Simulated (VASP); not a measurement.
# MgB2: electric field gradients with PBE

MgB2:

```
Mg B
1.0
     3.09525    0.00000    0.00000
    -1.54762    2.68057    0.00000
     0.00000    0.00000    3.53470
Mg B
1 2
Direct
  0.00000 0.00000 0.00000
  0.33333 0.66667 0.50000
  0.66667 0.33333 0.50000
```

This cell differs from its parent crystal: volume scaled by 1.01.

```yaml
Program: VASP 6.6.1
Task: electric field gradients
Functional: PBE
Potentials_or_basis: VASP PAW PBE potentials, release 64 (Mg, B)
Cutoff: 520 eV
k_mesh: 12 × 12 × 9
Occupations: fermi-dirac, width 0.05 eV
Spin: no spin polarisation
Dipole_correction: no
Further_INCAR_settings: ALGO = Normal; EDIFF = 1e-08; NBANDS = 11
```

The pressure is -2.7 GPa and the band gap on the k mesh is zero (band 4 reaches 6.98 eV, above the bottom of band 5 at 3.29 eV).

Stress tensor (GPa, compression positive):
```
-3.08  0.00  0.00
 0.00 -3.08  0.00
 0.00  0.00 -2.09
```

Levels at points of the mesh, in eV from the Fermi level:
```csv
k point,band 1,band 2,band 3,band 4,band 5,band 6,band 7,band 8,band 9
"(0.00, 0.00, 0.00)",-12.32,-2.88,0.38,0.38,1.67,6.29,6.29,8.00,9.88
"(0.50, 0.00, 0.00)",-8.47,-7.75,-2.13,0.25,3.09,3.88,5.32,7.04,12.50
```

Electric field gradients, principal values (V/Å²):
```csv
atom,least,middle,greatest (by size)
1 Mg,0.072,0.072,-0.144
2 B,-9.752,-9.752,19.504
3 B,-9.752,-9.752,19.504
```

Wall time 22 s on 1 thread of Intel(R) Xeon(R) Platinum 8259CL CPU @ 2.50GHz (Skylake/Cascade Lake), on a shared host, peak memory 0.16 GiB.

Caveat: without QUAD_EFG the Cq values of the log hold for a quadrupole moment of 1 mb, not for the nuclei.
